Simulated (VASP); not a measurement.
# AlN (F-43m) in VASP: further runs, part 2 of 3

VASP 6.6.1. The steps go on from the part before.

**3. Single point, PBE**

This run uses another cell than the first one, of 10.42 Å³/atom, 0.943 times its volume.

Contents of INCAR:

```
PREC = Accurate ; ENCUT = 520
EDIFF = 1E-7 ; ISMEAR = -1
SIGMA = 0.05 ; LREAL = F
LASPH = T ; NELM = 60
ALGO = Normal ; ISIF = 2
LWAVE = F ; LCHARG = F
GGA = PE ; NBANDS = 11
```

Contents of KPOINTS:

```
Automatic mesh
0
Gamma
  14 14 14
```

Contents of POSCAR:

```
AlN
1.0
    0.0000000000      2.1839935596      2.1839935596
    2.1839935596      0.0000000000      2.1839935596
    2.1839935596      2.1839935596      0.0000000000
Al N
1 1
Direct
    0.0000000000      0.0000000000      0.0000000000
    0.2500000000      0.2500000000      0.2500000000
```

Potentials or basis: VASP PAW PBE potentials, release 64 (Al, N).

Launch:

```sh
$ cat potpaw_PBE.64/Al/POTCAR potpaw_PBE.64/N/POTCAR > POTCAR
$ mpirun -np 1 vasp_std > vasp.out
```

OUTCAR:

```text
PREC = Accurate
   ENCUT = 520
   EDIFF = 1E-7
   ISMEAR = -1
   LREAL = F
   LASPH = T
   NELM = 60
   ISIF = 2
   GGA = PE

 ion  position               nearest neighbor table
   1  0.000  0.000  0.000-   2 1.89   2 1.89   2 1.89   2 1.89
   2  0.250  0.250  0.250-   1 1.89   1 1.89   1 1.89   1 1.89

  LATTYP: Found a face centered cubic cell.
 ALAT       =     4.3679871192

  Lattice vectors:

 A1 = (   0.0000000000,   2.1839935596,   2.1839935596)
 A2 = (   2.1839935596,   0.0000000000,   2.1839935596)
 A3 = (   2.1839935596,   2.1839935596,   0.0000000000)

Analysis of symmetry for initial positions (statically):
=====================================================================
 Subroutine PRICEL returns:
 Original cell was already a primitive cell.

 Routine SETGRP: Setting up the symmetry group for a
 face centered cubic supercell.

 Subroutine GETGRP returns: Found 24 space group operations
 (whereof 24 operations were pure point group operations)
 out of a pool of 48 trial point group operations.

The static configuration has the point symmetry T_d .

Analysis of symmetry for dynamics (positions and initial velocities):
=====================================================================
 Subroutine PRICEL returns:
 Original cell was already a primitive cell.

 Routine SETGRP: Setting up the symmetry group for a
 face centered cubic supercell.

 Subroutine GETGRP returns: Found 24 space group operations
 (whereof 24 operations were pure point group operations)
 out of a pool of 48 trial point group operations.

The dynamic configuration has the point symmetry T_d .

 Subroutine INISYM returns: Found 24 space group operations
 (whereof 24 operations are pure point group operations),
 and found     1 'primitive' translations

----------------------------------------------------------------------------------------

                                     Primitive cell

  volume of cell :      20.8345

  direct lattice vectors                    reciprocal lattice vectors
     0.000000000  2.183993560  2.183993560    -0.228938404  0.228938404  0.228938404
     2.183993560  0.000000000  2.183993560     0.228938404 -0.228938404  0.228938404
     2.183993560  2.183993560  0.000000000     0.228938404  0.228938404 -0.228938404

  length of vectors
     3.088633312  3.088633312  3.088633312     0.396532948  0.396532948  0.396532948

  position of ions in fractional coordinates (direct lattice)
     0.000000000  0.000000000  0.000000000
     0.250000000  0.250000000  0.250000000

  ion indices of the primitive-cell ions
   primitive index   ion index
                 1           1
                 2           2

----------------------------------------------------------------------------------------

 KPOINTS: Automatic mesh

Automatic generation of k-mesh.
 Grid dimensions read from file:
 generate k-points for:   14   14   14

 Generating k-lattice:

  Cartesian coordinates                     Fractional coordinates (reciprocal lattice)
    -0.016352743  0.016352743  0.016352743     0.071428571  0.000000000  0.000000000
     0.016352743 -0.016352743  0.016352743     0.000000000  0.071428571  0.000000000
     0.016352743  0.016352743 -0.016352743     0.000000000  0.000000000  0.071428571

  Length of vectors
     0.028323782  0.028323782  0.028323782

  Shift w.r.t. Gamma in fractional coordinates (k-lattice)
     0.000000000  0.000000000  0.000000000

 Subroutine IBZKPT returns following result:
 ===========================================

 Found    104 irreducible k-points:

 Following reciprocal coordinates:
            Coordinates               Weight
  0.000000  0.000000  0.000000      1.000000
  0.071429  0.000000  0.000000      8.000000
  0.142857  0.000000  0.000000      8.000000
  0.214286  0.000000  0.000000      8.000000
  0.285714  0.000000  0.000000      8.000000
  0.357143  0.000000  0.000000      8.000000
[... 16 lines left out ...]
  0.214286  0.142857  0.000000     24.000000
  0.285714  0.142857  0.000000     24.000000
 [... further k-points ...]
   k-points           NKPTS =    104   k-points in BZ     NKDIM =    104   number of bands    NBANDS=     11
   number of dos      NEDOS =    301   number of ions     NIONS =      2
   total plane-waves  NPLWV =  13824
   dimension x,y,z NGX =    24 NGY =   24 NGZ =   24
   dimension x,y,z NGXF=    48 NGYF=   48 NGZF=   48
   ions per type =               1   1
   NGX,Y,Z   is equivalent  to a cutoff of  12.92, 12.92, 12.92 a.u.
   NGXF,Y,Z  is equivalent  to a cutoff of  25.84, 25.84, 25.84 a.u.
 SYSTEM =  unknown system
   PREC   = accura    normal or accurate (medium, high low for compatibility)
   ISTART =      0    job   : 0-new  1-cont  2-samecut
   ICHARG =      2    charge: 1-file 2-atom 10-const
   ISPIN  =      1    spin polarized calculation?
   LNONCOLLINEAR =      F non collinear calculations
   LSORBIT =      F    spin-orbit coupling
   LASPH  =      T    aspherical Exc in radial PAW
   ENCUT  =  520.0 eV  38.22 Ry    6.18 a.u.   5.74  5.74  5.74*2*pi/ulx,y,z
   NELM   =     60;   NELMIN=  2; NELMDL= -5     # of ELM steps
   EDIFF  = 0.1E-06   stopping-criterion for ELM
   LREAL  =      F    real-space projection
   EDIFFG = 0.1E-05   stopping-criterion for IOM
   NSW    =      0    number of steps for IOM
   IBRION =     -1    ionic relax: 0-MD 1-quasi-New 2-CG
   NFREE  =      0    steps in history (QN), initial steepest desc. (CG)
   ISIF   =      2    stress and relaxation
   ISYM   =      2    0-nonsym 1-usesym 2-fastsym
   POTIM  = 0.5000    time-step for ionic-motion
   TEBEG  =    0.0;   TEEND  =   0.0 temperature during run
   PSTRESS=    0.0 pullay stress
   NELECT =       8.0000    total number of electrons
   NUPDOWN=      -1.0000    fix difference up-down
   EMIN   =  10.00;   EMAX   =-10.00  energy-range for DOS
   EFERMI =   0.00;   METHOD = LEGACY
   ISMEAR =    -1;   SIGMA  =   0.05  broadening in eV -4-tet -1-fermi 0-gaus
   EFERMI_NEDOS =   21; number of points for ismear=-14 and -15
   IALGO  =     38    algorithm
   IMIX   =      4    mixing-type and parameters
     AMIX     =   0.40;   BMIX     =  1.00
     AMIX_MAG =   1.60;   BMIX_MAG =  1.00
  volume/ion in A,a.u.               =      10.42        70.30
  Fermi-wavevector in a.u.,A,eV,Ry     =   1.189899  2.248583 19.263943  1.415860
  Thomas-Fermi vector in A             =   2.325996
   LORBIT       =      0    0 simple, 1 ext, 2 COOP (PROOUT), +10 PAW based schemes
   GGA     = PE    functional components
   LHFCALC =     F    Hartree Fock is set to
   AEXX    =    0.0000 exact exchange contribution
   IVDW    =     0    specifies the selected vdW correction
   LEPSILON=     F    determine dielectric tensor
   LRPA    =     F    only Hartree local field effects (RPA)
 non-spin polarized calculation
  energy-cutoff  :      520.00
  volume of cell :       20.83
 maximum number of plane-waves:       570
   NGX = 11   NGY = 11   NGZ = 11

 number of electron       8.0000000 magnetization

 Free energy of the ion-electron system (eV)
  ---------------------------------------------------
  ext. energy  EPLUGINS =         0.00000000
  ---------------------------------------------------
  free energy    TOTEN  =       -14.84045684 eV

  energy without entropy =      -14.84045684  energy(sigma->0) =      -14.84045684

 E-fermi :   7.0052     XC(G=0): -10.9336

 val. band max:        5.9697370107   @ k =   0.0000   0.0000   0.0000
 cond. band min:       9.2878513531   @ k =   0.5000   0.5000   0.0000
 fundamental gap:      3.3181143424
 Fermi energy:         7.0051597192

 k-point     1 :       0.0000    0.0000    0.0000
  band No.  band energies     occupation
      1      -9.0109      2.00000
      2       5.9697      2.00000
      3       5.9697      2.00000
      4       5.9697      2.00000
      5      10.1659      0.00000
      6      18.5304      0.00000
      7      18.5304      0.00000
      8      18.5304      0.00000
      9      23.6587      0.00000
     10      23.6587      0.00000
     11      25.0606      0.00000
[... 309 lines left out ...]
 k-point    24 :       0.2857    0.1429    0.0000
  band No.  band energies     occupation
      1      -7.9985      2.00000
      2       2.8541      2.00000
      3       5.2617      2.00000
      4       5.3014      2.00000
      5      12.5375      0.00000
      6      16.6163      0.00000
      7      17.3833      0.00000
      8      19.1268      0.00000
      9      20.4479      0.00000
     10      24.5007      0.00000
     11      25.6352      0.00000

 [... further k-points ...]

------------------------ aborting loop because EDIFF is reached ----------------------------------------

  FORCE on cell =-STRESS in cart. coord.  units (eV):
  Direction    XX          YY          ZZ          XY          YZ          ZX
  --------------------------------------------------------------------------------------
  -------------------------------------------------------------------------------------
  Total        0.5980850      0.5980850      0.5980850      0.0000000      0.0000000     -0.0000000
  in kB       45.9927584     45.9927584     45.9927584      0.0000000      0.0000000     -0.0000000
  external PRESSURE =      45.9927584 kB  Pullay stress =       0.0000000 kB

 VOLUME and BASIS-vectors are now :
 -----------------------------------------------------------------------------
  energy-cutoff  :      520.00
  volume of cell :       20.83
      direct lattice vectors                 reciprocal lattice vectors
     0.000000000  2.183993560  2.183993560    -0.228938404  0.228938404  0.228938404
     2.183993560  0.000000000  2.183993560     0.228938404 -0.228938404  0.228938404
     2.183993560  2.183993560  0.000000000     0.228938404  0.228938404 -0.228938404

 POSITION                                       TOTAL-FORCE (eV/Angst)
 -----------------------------------------------------------------------------------
      0.00000      0.00000      0.00000         0.000000      0.000000     -0.000000
      1.09200      1.09200      1.09200        -0.000000     -0.000000      0.000000
 -----------------------------------------------------------------------------------
    total drift:                                0.000000      0.000000      0.000000

  FREE ENERGIE OF THE ION-ELECTRON SYSTEM (eV)
  ---------------------------------------------------
  free  energy   TOTEN  =       -14.8404568385 eV

  energy  without entropy=      -14.8404568384  energy(sigma->0) =      -14.84045684
```

OSZICAR:

```text
N       E                     dE             d eps       ncg     rms          rms(c)
DAV:   1     0.111115204288E+02    0.11112E+02   -0.38628E+03  2320   0.604E+02
DAV:   2    -0.163309836819E+02   -0.27443E+02   -0.26516E+02  2767   0.138E+02
DAV:   3    -0.172161316288E+02   -0.88515E+00   -0.88401E+00  2789   0.236E+01
DAV:   4    -0.172208906855E+02   -0.47591E-02   -0.47588E-02  2618   0.188E+00
DAV:   5    -0.172209486968E+02   -0.58011E-04   -0.58011E-04  2785   0.199E-01    0.863E+00
DAV:   6    -0.148505610542E+02    0.23704E+01   -0.11856E+01  2680   0.173E+01    0.283E+00
DAV:   7    -0.148469347307E+02    0.36263E-02   -0.17094E-01  2546   0.323E+00    0.206E+00
DAV:   8    -0.148418194033E+02    0.51153E-02   -0.28109E-02  2477   0.158E+00    0.582E-01
DAV:   9    -0.148403995180E+02    0.14199E-02   -0.40544E-03  2756   0.378E-01    0.233E-01
DAV:  10    -0.148404442767E+02   -0.44759E-04   -0.40727E-04  2513   0.131E-01    0.209E-02
DAV:  11    -0.148404569596E+02   -0.12683E-04   -0.12215E-05  2654   0.262E-02    0.161E-02
DAV:  12    -0.148404568547E+02    0.10489E-06   -0.40587E-07  2681   0.476E-03    0.145E-03
DAV:  13    -0.148404568385E+02    0.16248E-07   -0.16383E-07  1894   0.217E-03
   1 F= -.14840457E+02 E0= -.14840457E+02  d E =-.380364E-10
```

stdout:

```text
POSCAR found type information on POSCAR AlN
 POSCAR found :  2 types and       2 ions
 scaLAPACK will be used
 LDA part: xc-table for (Slater+PW92), standard interpolation
 POSCAR, INCAR and KPOINTS ok, starting setup
 FFT: planning ... GRIDC
 FFT: planning ... GRID_SOFT
 FFT: planning ... GRID
 WAVECAR not read
 entering main loop
```

Run time: 12 s. Hardware: 1 thread of AMD EPYC 9R45 (Zen 5), shared host; peak memory 0.12 GiB.

What came out:

- Free energy: -14.8405 eV
- Pressure: 4.6 GPa
- Band gap on the k mesh: 3.32 eV, indirect (least direct gap 4.20 eV)

A k mesh can miss the band edges.

**4. Relaxation of cell and atoms, r2SCAN**

This run uses another cell than the first one, of 10.42 Å³/atom, 0.943 times its volume.

POSCAR is that of step 3.

Contents of INCAR.step1:

```
SYSTEM = AlN
  ALGO = Normal
  EDIFF = 1E-4
  ENCUT = 600
  GGA = PE
  ISMEAR = -1
  LASPH = .TRUE.
  LCHARG = .FALSE.
  LREAL = .FALSE.
  LWAVE = .TRUE.
  NELM = 100
  PREC = Accurate
  SIGMA = 0.05
```

Contents of INCAR.step2:

```
SYSTEM = AlN
  ALGO = Normal
  EDIFF = 1E-6
  EDIFFG = -0.01
  ENCUT = 600
  IBRION = 2
  ISIF = 3
  ISMEAR = -1
  ISTART = 1
  LASPH = .TRUE.
  LCHARG = .FALSE.
  LMIXTAU = .TRUE.
  LREAL = .FALSE.
  LWAVE = .FALSE.
  METAGGA = R2SCAN
  NELM = 100
  NSW = 60
  PREC = Accurate
  SIGMA = 0.05
```

Contents of KPOINTS:

```
k-points
0
G
  10 10 10
  0 0 0
```

Launch:

```sh
$ cat potpaw_PBE.64/Al/POTCAR potpaw_PBE.64/N/POTCAR > POTCAR
$ cp INCAR.step1 INCAR
$ mpirun -np 1 vasp_std > vasp.out
$ cp INCAR.step2 INCAR
$ mpirun -np 1 vasp_std > vasp.out
```

Run time: 32 s. Hardware: 1 thread of AMD EPYC 9R45 (Zen 5), shared host; peak memory 0.13 GiB.

It converged, with:

| Quantity | Value |
| --- | --- |
| Free energy | -19.1797 eV |
| Pressure after relaxing | -0.1 GPa |
| Band gap on the k mesh | 3.93 eV, indirect (least direct gap 4.89 eV) |

Final structure:
```yaml
crystal:
  lattice:
    - [0.00000, 2.18399, 2.18399]
    - [2.18399, 0.00000, 2.18399]
    - [2.18399, 2.18399, 0.00000]
  atoms:
    - { symbol: Al, position: [0.00000, 0.00000, 0.00000] }
    - { symbol: N, position: [0.25000, 0.25000, 0.25000] }
```

Levels at points of the mesh, in eV from the valence-band top:
```csv
k point,band 1,band 2,band 3,band 4,band 5,band 6,band 7,band 8
"(0.00, 0.00, 0.00)",-15.74,0.00,0.00,0.00,4.89,13.52,13.52,13.52
"(0.50, 0.00, 0.00)",-13.73,-5.90,-0.49,-0.49,8.21,10.82,11.94,11.94
"(0.50, 0.50, 0.00)",-13.10,-4.95,-1.81,-1.81,3.93,9.48,15.20,16.95
```

Caveat: the relaxation stopped at its first step, so nothing moved; the PAW data sets were made with another functional, which shifts forces and pressure a little.

**5. Single point, HSE06**

This run uses another cell than the first one, of 10.42 Å³/atom, 0.943 times its volume.

POSCAR is that of step 4.

Contents of INCAR.step1:

```
SYSTEM = AlN
PREC     = Accurate       ! precision mode
ENCUT    = 520            ! plane-wave cutoff, eV
EDIFF    = 1E-5           ! SCF threshold, eV
ISMEAR   = -1             ! smearing method
SIGMA    = 0.05           ! smearing width, eV
LREAL    = .FALSE.        ! projectors in reciprocal space
LASPH    = .TRUE.         ! aspherical terms in the spheres
NELM     = 80             ! most SCF steps
ALGO     = Normal         ! electronic algorithm
ISIF     = 2              ! what is computed and relaxed
LWAVE    = .TRUE.         ! write WAVECAR
LCHARG   = .FALSE.        ! write CHGCAR
NBANDS   = 11             ! bands
GGA      = PE             ! functional
```

Contents of INCAR.step2:

```
SYSTEM = AlN
PREC     = Accurate       ! precision mode
ENCUT    = 520            ! plane-wave cutoff, eV
EDIFF    = 1E-7           ! SCF threshold, eV
ISMEAR   = -1             ! smearing method
SIGMA    = 0.05           ! smearing width, eV
LREAL    = .FALSE.        ! projectors in reciprocal space
LASPH    = .TRUE.         ! aspherical terms in the spheres
NELM     = 80             ! most SCF steps
ALGO     = Normal         ! electronic algorithm
ISIF     = 2              ! what is computed and relaxed
LWAVE    = .FALSE.        ! write WAVECAR
LCHARG   = .FALSE.        ! write CHGCAR
GGA      = PE             ! functional
LHFCALC  = .TRUE.         ! exact exchange
HFSCREEN = 0.2079         ! screening, 1/A
PRECFOCK = Normal       
NBANDS   = 11             ! bands
ISTART   = 1
```

Contents of KPOINTS:

```
Automatic mesh
0
G
  8 8 8
  0 0 0
```

Launch:

```sh
$ cat potpaw_PBE.64/Al/POTCAR potpaw_PBE.64/N/POTCAR > POTCAR
$ cp INCAR.step1 INCAR
$ mpirun -np 1 vasp_std > vasp.out
$ cp INCAR.step2 INCAR
$ mpirun -np 1 vasp_std > vasp.out
```

Run time: 22 min. Hardware: 1 thread of Intel Xeon Platinum 8375C at 2.90GHz (Ice Lake), shared host; peak memory 0.26 GiB.

The run converged. Its results:

```
Free energy            : -17.3962 eV
Pressure               : -0.5 GPa
Band gap on the k mesh : 4.55 eV, indirect (least direct gap 5.55 eV)
```

Levels at points of the mesh, in eV from the valence-band top:
| k point | band 1 | band 2 | band 3 | band 4 | band 5 | band 6 | band 7 | band 8 | band 9 |
| --- | --- | --- | --- | --- | --- | --- | --- | --- | --- |
| (0.00, 0.00, 0.00) | -16.48 | 0.00 | 0.00 | 0.00 | 5.55 | 14.24 | 14.24 | 14.24 | 19.60 |
| (0.50, 0.00, 0.00) | -14.29 | -6.35 | -0.53 | -0.53 | 8.87 | 11.64 | 12.75 | 12.75 | 19.92 |
| (0.50, 0.50, 0.00) | -13.61 | -5.33 | -1.95 | -1.95 | 4.55 | 10.08 | 16.10 | 17.82 | 17.82 |

Caveat: the PAW data sets were made with another functional, which shifts forces and pressure a little.

[end of part 2 of 3]
